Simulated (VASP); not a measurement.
# Si2Au (I4_1/amd) in VASP: a series of runs

Si2Au is run at these levels: PBE; tasks: single point, relaxation of cell and atoms.

All numbers are computed with VASP 6.6.1; they aren't measurements. Logs are shortened: lines on timing, memory, paths and dates and some standing lists are left out, and cuts for length are marked.

### 1 The cell of the first run

The structure is tetragonal, space group I4_1/amd (No. 141). The conventional cell has a = 4.390 Å, b = 4.390 Å, c = 15.160 Å, α = 90.00°, β = 90.00°, γ = 90.00°. Within 3.3 Å of Si (site symmetry 2mm) lie 3 Au at 2.51 to 2.58 Å and 2 Si at 2.59 Å. Au (site symmetry -4m2) has 6 Si at 2.51 to 2.58 Å within 3.3 Å.

### 2 Single point, PBE

INCAR reads:

```
SYSTEM = Si2Au
PREC = Accurate
ENCUT = 520
EDIFF = 1E-7
ISMEAR = 0
SIGMA = 0.1
LREAL = .False.
LASPH = .True.
NELM = 60
ALGO = Normal
ISIF = 2
LWAVE = .False.
LCHARG = .False.
GGA = PE
NBANDS = 28
```

KPOINTS reads:

```
Automatic mesh
0
Gamma
  6 6 6
  0 0 0
```

POSCAR reads:

```
Si2Au
1.0
   -2.1950577993      2.1950577993      7.5798834613
    2.1950577993     -2.1950577993      7.5798834613
    2.1950577993      2.1950577993     -7.5798834613
Si Au
4 2
Direct
    0.1702449967      0.1702449967      0.0000000000
    0.9202449967      0.4202449967      0.5000000000
    0.5797550033      0.0797550033      0.5000000000
    0.8297550033      0.8297550033      0.0000000000
    0.0000000000      0.0000000000      0.0000000000
    0.7500000000      0.2500000000      0.5000000000
```

Potentials or basis: VASP PAW PBE potentials, release 64 (Si, Au).

Command:

```sh
$ cat potpaw_PBE.64/Si/POTCAR potpaw_PBE.64/Au/POTCAR > POTCAR
$ mpirun -np 1 vasp_std > vasp.out
```

OUTCAR:

```text
SYSTEM = Si2Au
   PREC = Accurate
   ENCUT = 520
   EDIFF = 1E-7
   ISMEAR = 0
   LREAL = .False.
   LASPH = .True.
   NELM = 60
   ISIF = 2
   GGA = PE

 ion  position               nearest neighbor table
   1  0.170  0.170  0.000-   6 2.51   6 2.51   5 2.58   3 2.59   3 2.59
   2  0.920  0.420  0.500-   5 2.51   5 2.51   6 2.58   4 2.59   4 2.59
   3  0.580  0.080  0.500-   5 2.51   5 2.51   6 2.58   1 2.59   1 2.59
   4  0.830  0.830  0.000-   6 2.51   6 2.51   5 2.58   2 2.59   2 2.59
   5  0.000  0.000  0.000-   2 2.51   3 2.51   3 2.51   2 2.51   1 2.58   4 2.58
   6  0.750  0.250  0.500-   1 2.51   4 2.51   4 2.51   1 2.51   2 2.58   3 2.58

  LATTYP: Found a body centered tetragonal cell.
 ALAT       =     4.3901155986
 C/A-ratio  =     3.4531589390

  Lattice vectors:

 A1 = (  -2.1950577993,   2.1950577993,   7.5798834613)
 A2 = (   2.1950577993,  -2.1950577993,   7.5798834613)
 A3 = (   2.1950577993,   2.1950577993,  -7.5798834613)

Analysis of symmetry for initial positions (statically):
=====================================================================
 Subroutine PRICEL returns:
 Original cell was already a primitive cell.

 Routine SETGRP: Setting up the symmetry group for a
 body centered tetragonal supercell.

 Subroutine GETGRP returns: Found 16 space group operations
 (whereof  8 operations were pure point group operations)
 out of a pool of 16 trial point group operations.

The static configuration has the point symmetry D_2d.
 The point group associated with its full space group is D_4h.

Analysis of symmetry for dynamics (positions and initial velocities):
=====================================================================
 Subroutine PRICEL returns:
 Original cell was already a primitive cell.

 Routine SETGRP: Setting up the symmetry group for a
 body centered tetragonal supercell.

 Subroutine GETGRP returns: Found 16 space group operations
 (whereof  8 operations were pure point group operations)
 out of a pool of 16 trial point group operations.

The dynamic configuration has the point symmetry D_2d.
 The point group associated with its full space group is D_4h.

 Subroutine INISYM returns: Found 16 space group operations
 (whereof  8 operations are pure point group operations),
 and found     1 'primitive' translations

----------------------------------------------------------------------------------------

                                     Primitive cell

  volume of cell :     146.0880

  direct lattice vectors                    reciprocal lattice vectors
    -2.195057799  2.195057799  7.579883461     0.000000000  0.227784435  0.065964075
     2.195057799 -2.195057799  7.579883461     0.227784435  0.000000000  0.065964075
     2.195057799  2.195057799 -7.579883461     0.227784435  0.227784435  0.000000000

  length of vectors
     8.190921241  8.190921241  8.190921241     0.237143433  0.237143433  0.322135837

  position of ions in fractional coordinates (direct lattice)
     0.170244997  0.170244997  0.000000000
     0.920244997  0.420244997  0.500000000
     0.579755003  0.079755003  0.500000000
     0.829755003  0.829755003  0.000000000
     0.000000000  0.000000000  0.000000000
     0.750000000  0.250000000  0.500000000

  ion indices of the primitive-cell ions
   primitive index   ion index
                 1           1
                 2           2
                 3           3
                 4           4
                 5           5
                 6           6

----------------------------------------------------------------------------------------

 KPOINTS: Automatic mesh

Automatic generation of k-mesh.
 Grid dimensions read from file:
 generate k-points for:    6    6    6

 Generating k-lattice:

  Cartesian coordinates                     Fractional coordinates (reciprocal lattice)
     0.000000000  0.037964072  0.010994012     0.166666667 -0.000000000  0.000000000
     0.037964072  0.000000000  0.010994012    -0.000000000  0.166666667  0.000000000
[... 58 lines left out ...]
      4      -2.5912      2.00000
      5      -1.6889      2.00000
      6      -1.4321      2.00000
[... 20 lines left out ...]
     27       9.5850      0.00000
     28       9.8861      0.00000

 k-point     4 :       0.5000    0.0000   -0.0000
  band No.  band energies     occupation
      1      -5.8022      2.00000
      2      -4.3219      2.00000
      3      -4.0441      2.00000
      4      -2.5344      2.00000
      5      -1.6893      2.00000
      6      -1.3845      2.00000
[... 20 lines left out ...]
     27      10.0820      0.00000
     28      10.2802      0.00000

 k-point     5 :       0.1667    0.1667    0.0000
  band No.  band energies     occupation
      1      -6.1659      2.00000
      2      -4.9517      2.00000
      3      -2.8906      2.00000
      4      -2.5198      2.00000
      5      -1.9111      2.00000
      6      -1.5743      2.00000
[... 20 lines left out ...]
     27       9.2863      0.00000
     28      10.3016      0.00000

 k-point     6 :       0.3333    0.1667   -0.0000
  band No.  band energies     occupation
      1      -5.7804      2.00000
      2      -4.7993      2.00000
      3      -3.3065      2.00000
      4      -2.6401      2.00000
      5      -1.7170      2.00000
      6      -1.3485      2.00000
[... 463 lines left out ...]
      5      -1.6816      2.00000
      6      -1.3550      2.00000
[... 20 lines left out ...]
     27      10.1098      0.00000
     28      10.4665      0.00000

 k-point    22 :      -0.1667    0.5000    0.1667
  band No.  band energies     occupation
      1      -5.8731      2.00000
      2      -5.0043      2.00000
      3      -3.3147      2.00000
      4      -2.5567      2.00000
      5      -1.7088      2.00000
      6      -1.4233      2.00000
[... 20 lines left out ...]
     27       9.5524      0.00000
     28      10.0294      0.00000

 k-point    23 :      -0.3333   -0.3333    0.1667
  band No.  band energies     occupation
      1      -5.9741      2.00000
      2      -5.3017      2.00000
      3      -2.8190      2.00000
      4      -2.6128      2.00000
      5      -1.7866      2.00000
      6      -1.6381      2.00000
[... 20 lines left out ...]
     27       9.2835      0.00000
     28       9.9343      0.00000

 k-point    24 :      -0.1667   -0.3333    0.1667
  band No.  band energies     occupation
      1      -6.2234      2.00000
      2      -5.2106      2.00000
      3      -2.8672      2.00000
      4      -2.5016      2.00000
      5      -1.7288      2.00000
      6      -1.7184      2.00000
[... 20 lines left out ...]
     27       8.9792      0.00000
     28       9.4877      0.00000

 [... further k-points ...]

------------------------ aborting loop because EDIFF is reached ----------------------------------------

  FORCE on cell =-STRESS in cart. coord.  units (eV):
  Direction    XX          YY          ZZ          XY          YZ          ZX
  --------------------------------------------------------------------------------------
  -------------------------------------------------------------------------------------
  Total       -0.0453044     -0.0453044      0.0925581      0.0000000      0.0000000      0.0000000
  in kB       -0.4968631     -0.4968631      1.0151042      0.0000000      0.0000000      0.0000000
  external PRESSURE =       0.0071260 kB  Pullay stress =       0.0000000 kB

 VOLUME and BASIS-vectors are now :
 -----------------------------------------------------------------------------
  energy-cutoff  :      520.00
  volume of cell :      146.09
      direct lattice vectors                 reciprocal lattice vectors
    -2.195057799  2.195057799  7.579883461     0.000000000  0.227784435  0.065964075
     2.195057799 -2.195057799  7.579883461     0.227784435  0.000000000  0.065964075
     2.195057799  2.195057799 -7.579883461     0.227784435  0.227784435  0.000000000

 POSITION                                       TOTAL-FORCE (eV/Angst)
 -----------------------------------------------------------------------------------
      0.00000      0.00000      2.58087         0.000000      0.000000      0.007745
      0.00000      2.19506      6.37082        -0.000000     -0.000000      0.007745
      0.00000      2.19506      1.20907        -0.000000     -0.000000     -0.007745
      0.00000      0.00000     12.57889        -0.000000     -0.000000     -0.007745
      0.00000      0.00000      0.00000         0.000000      0.000000      0.000000
      0.00000      2.19506      3.78994         0.000000      0.000000      0.000000
 -----------------------------------------------------------------------------------
    total drift:                               -0.000000      0.000000     -0.000000

  FREE ENERGIE OF THE ION-ELECTRON SYSTEM (eV)
  ---------------------------------------------------
  free  energy   TOTEN  =       -24.5356318838 eV

  energy  without entropy=      -24.5218245366  energy(sigma->0) =      -24.52872821
```

Wall time 3 min (1 thread of Intel Xeon 6975P-C (Granite Rapids), shared host); peak memory 0.57 GiB.

Results:

| Property | Result |
| --- | --- |
| Free energy | -24.5356 eV |
| Pressure | 0.0 GPa |
| Largest force | 0.008 eV/Å |
| Band gap on the k mesh | zero (bands 19 and 20 overlap by 1.54 eV) |

Forces on the atoms (eV/Å):
```
Si   0.000  0.000  0.008
Si   0.000  0.000  0.008
Si   0.000  0.000 -0.008
Si   0.000  0.000 -0.008
Au   0.000  0.000  0.000
Au   0.000  0.000  0.000
```

Levels at points of the mesh, in eV from the Fermi level:
| k point | band 15 | band 16 | band 17 | band 18 | band 19 | band 20 | band 21 | band 22 | band 23 | band 24 |
| --- | --- | --- | --- | --- | --- | --- | --- | --- | --- | --- |
| (0.00, 0.00, 0.00) | -1.55 | -1.55 | -1.27 | -1.27 | -0.63 | 0.20 | 1.54 | 2.32 | 2.59 | 2.59 |
| (0.50, 0.00, 0.00) | -3.49 | -2.25 | -1.56 | -0.92 | -0.19 | 0.64 | 1.21 | 1.45 | 2.41 | 2.74 |
| (0.50, 0.50, 0.00) | -3.93 | -3.93 | -2.35 | -2.35 | -0.41 | -0.41 | 0.30 | 0.30 | 2.44 | 2.44 |
| (0.50, 0.50, 0.50) | -2.52 | -2.52 | -1.27 | -1.27 | 0.73 | 0.73 | 1.10 | 1.10 | 2.74 | 2.74 |

Caveat: spin-orbit coupling is left out, which moves the levels of the heavy elements.

### 3 Relaxation of cell and atoms, PBE

This run uses another cell than the first one, of 16.78 Å³/atom.

INCAR reads:

```
SYSTEM = Si2Au
PREC = Accurate
ENCUT = 600
EDIFF = 1E-6
ISMEAR = 0
SIGMA = 0.1
LREAL = .False.
LASPH = .True.
NELM = 60
ALGO = Normal
ISIF = 3
LWAVE = .False.
LCHARG = .False.
GGA = PE
IBRION = 2
NSW = 90
EDIFFG = -0.04
```

KPOINTS is that of step 2.

POSCAR reads:

```
Si2Au
1.0
   -2.1556146104      2.1556146104      5.4183665531
    2.1556146104     -2.1556146104      5.4183665531
    2.1556146104      2.1556146104     -5.4183665531
Si Au
4 2
Direct
    0.2066000000      0.2066000000      0.0000000000
    0.9566000000      0.4566000000      0.5000000000
    0.5434000000      0.0434000000      0.5000000000
    0.7934000000      0.7934000000      0.0000000000
    0.0000000000      0.0000000000      0.0000000000
    0.7500000000      0.2500000000      0.5000000000
```

Potentials or basis: VASP PAW PBE potentials, release 64 (Si, Au).

Command:

```sh
$ cat potpaw_PBE.64/Si/POTCAR potpaw_PBE.64/Au/POTCAR > POTCAR
$ mpirun -np 1 vasp_std > vasp.out
```

Wall time 19 min (1 thread of Intel Xeon 6975P-C (Granite Rapids), shared host); peak memory 0.41 GiB.

It converged, with:

| Property | Result |
| --- | --- |
| Free energy | -24.5203 eV |
| Relaxed volume | 24.34 Å³/atom |
| Relaxed cell | a = 8.184 Å, b = 8.184 Å, c = 8.184 Å, α = 148.87°, β = 148.87°, γ = 44.61° |
| Space group after relaxing (to 0.1 Å) | I4_1/amd (No. 141) |
| Energy gained by relaxing | 1035.4 meV/atom |
| Ionic steps | 23 |
| Pressure after relaxing | 0.0 GPa |
| Largest force after relaxing | 0.004 eV/Å |
| Band gap on the k mesh | zero (bands 19 and 20 overlap by 1.54 eV) |

Forces on the atoms (eV/Å):
```
Si   0.000  0.000 -0.004
Si   0.000  0.000 -0.004
Si   0.000  0.000  0.004
Si   0.000  0.000  0.004
Au   0.000  0.000  0.000
Au   0.000  0.000  0.000
```

The path:
```
step  energy change (eV)  largest force (eV/Å)  pressure (GPa)  volume (Å³)
   1              0.0000                2.2974           58.06       100.71
   2             -1.7960                0.4481          -10.21       217.73
   3             -5.5856                0.4653           -1.31       145.69
   4             -5.6009                0.4402           -0.43       143.75
   5             -5.6051                0.4161            0.38       142.11
   6             -5.6412                0.2730           -0.14       143.27
   7             -5.6458                0.1909           -0.33       143.87
   8             -5.6599                0.1564            0.15       143.23
   9             -5.6809                0.0391            1.54       141.50
  10             -5.6867                0.0425            1.52       141.64
  11             -5.7039                0.0513            1.44       142.06
  12             -5.7378                0.0746            1.25       142.88
  13             -5.8126                0.1256            0.91       144.47
  14             -5.9465                0.0935            0.07       147.42
  15             -6.1279                0.1108           -1.65       152.46
  16             -6.1709                0.0863           -1.56       151.14
  17             -6.1075                0.3817           -0.47       146.39
  18             -6.1814                0.1903           -1.35       149.86
  19             -6.1815                0.1843           -1.37       150.04
  20             -6.2031                0.1471           -0.37       147.47
  21             -6.2069                0.1204            0.28       145.96
  22             -6.2119                0.0305            0.07       146.03
  23             -6.2123                0.0043            0.00       146.06
```

Final structure:
```cif
data_structure
_symmetry_space_group_name_H-M 'P 1'
_symmetry_Int_Tables_number 1
_cell_length_a 8.1836
_cell_length_b 8.1836
_cell_length_c 8.1836
_cell_angle_alpha 148.868
_cell_angle_beta 148.868
_cell_angle_gamma 44.606
_cell_volume 146.06
loop_
_atom_site_label
_atom_site_type_symbol
_atom_site_fract_x
_atom_site_fract_y
_atom_site_fract_z
_atom_site_occupancy
Si1 Si 0.17050 0.17050 0.00000 1
Si2 Si 0.92050 0.42050 0.50000 1
Si3 Si 0.57950 0.07950 0.50000 1
Si4 Si 0.82950 0.82950 0.00000 1
Au1 Au 0.00000 0.00000 0.00000 1
Au2 Au 0.75000 0.25000 0.50000 1
```

Levels at points of the mesh, in eV from the Fermi level:
```
           k point  band 16  band 17  band 18  band 19  band 20  band 21  band 22  band 23
(0.00, 0.00, 0.00)    -1.54    -1.28    -1.28    -0.63     0.23     1.55     2.31     2.58
(0.50, 0.00, 0.00)    -2.24    -1.56    -0.92    -0.19     0.64     1.21     1.45     2.41
(0.50, 0.50, 0.00)    -3.94    -2.35    -2.35    -0.41    -0.41     0.30     0.30     2.44
(0.50, 0.50, 0.50)    -2.52    -1.27    -1.27     0.75     0.75     1.08     1.08     2.73
```

Caveat: the volume moved by over 15 % at a fixed basis, so the end points are rough; spin-orbit coupling is left out, which moves the levels of the heavy elements.

### 4 Single point, PBE

This run uses another cell than the first one, of 24.63 Å³/atom.

INCAR reads:

```
PREC     = Accurate       # precision mode
ENCUT    = 520            # plane-wave cutoff, eV
EDIFF    = 1E-6           # SCF threshold, eV
ISMEAR   = 0              # smearing method
SIGMA    = 0.1            # smearing width, eV
LREAL    = False          # projectors in reciprocal space
LASPH    = True           # aspherical terms in the spheres
NELM     = 80             # most SCF steps
ALGO     = Normal         # electronic algorithm
ISIF     = 2              # what is computed and relaxed
LWAVE    = False          # write WAVECAR
LCHARG   = False          # write CHGCAR
GGA      = PE             # functional
NBANDS   = 28             # bands
```

KPOINTS reads:

```
Automatic mesh
0
Gamma
  12 12 12
```

POSCAR reads:

```
Si2Au
1.0
   -2.2037290604      2.2037290604      7.6065517442
    2.2037290604     -2.2037290604      7.6065517442
    2.2037290604      2.2037290604     -7.6065517442
Si Au
4 2
Direct
    0.1692165306      0.1692165306      0.0000000000
    0.9192165306      0.4192165306      0.5000000000
    0.5807834694      0.0807834694      0.5000000000
    0.8307834694      0.8307834694      0.0000000000
    0.0000000000      0.0000000000      0.0000000000
    0.7500000000      0.2500000000      0.5000000000
```

Command:

```sh
$ cat potpaw_PBE.64/Si/POTCAR potpaw_PBE.64/Au/POTCAR > POTCAR
$ mpirun -np 1 vasp_std > vasp.out
```

Wall time 13 min (1 thread of Intel Xeon 6975P-C (Granite Rapids), shared host); peak memory 0.92 GiB.

The run converged. Its results:

- Free energy: -24.5030 eV
- Pressure: -0.1 GPa
- Largest force: 0.006 eV/Å
- Band gap on the k mesh: zero (bands 19 and 20 overlap by 1.51 eV)

Forces in eV/Å, atoms in the order of the input:
```
Si   0.000  0.000 -0.006
Si   0.000  0.000 -0.006
Si   0.000  0.000  0.006
Si   0.000  0.000  0.006
Au   0.000  0.000  0.000
Au   0.000  0.000  0.000
```

Levels at points of the mesh, in eV from the Fermi level:
| k point | band 15 | band 16 | band 17 | band 18 | band 19 | band 20 | band 21 | band 22 | band 23 | band 24 |
| --- | --- | --- | --- | --- | --- | --- | --- | --- | --- | --- |
| (0.00, 0.00, 0.00) | -1.53 | -1.53 | -1.21 | -1.21 | -0.63 | 0.17 | 1.59 | 2.32 | 2.64 | 2.64 |
| (0.50, 0.00, 0.00) | -3.40 | -2.21 | -1.55 | -0.92 | -0.18 | 0.68 | 1.27 | 1.45 | 2.45 | 2.80 |
| (0.50, 0.50, 0.00) | -3.85 | -3.85 | -2.28 | -2.28 | -0.37 | -0.37 | 0.32 | 0.32 | 2.50 | 2.50 |
| (0.50, 0.50, 0.50) | -2.48 | -2.48 | -1.27 | -1.27 | 0.72 | 0.72 | 1.20 | 1.20 | 2.75 | 2.75 |

Caveat: spin-orbit coupling is left out, which moves the levels of the heavy elements.

### 5 Overview

```tsv
task	cell	k mesh	cutoff (eV)	gap on the mesh (eV)	pressure (GPa)	largest force (eV/Å)
single point	a = 8.191 Å, angles 148.9, 148.9, 44.5°, 6 atoms, atomic positions A	6 × 6 × 6	520	none	0.0	0.01
relaxation of cell and atoms	relaxed from a = 6.217 Å, angles 139.4, 139.4, 58.7°, 6 atoms, atomic positions B	6 × 6 × 6	600	none	0.0	-
single point	a = 8.220 Å, angles 148.9, 148.9, 44.6°, 6 atoms, atomic positions C	12 × 12 × 12	520	none	-0.1	0.01
```

Alike in all rows: level PBE; potentials or basis VASP PAW PBE potentials, release 64 (Si, Au); no spin polarisation; smearing gaussian 0.1 eV.

Caveats: spin-orbit coupling is left out, which moves the levels of the heavy elements; the volume moved by over 15 % at a fixed basis, so the end points are rough (at least some runs).

Total energies depend on the potentials used, so only differences within one code and one set of settings carry meaning.
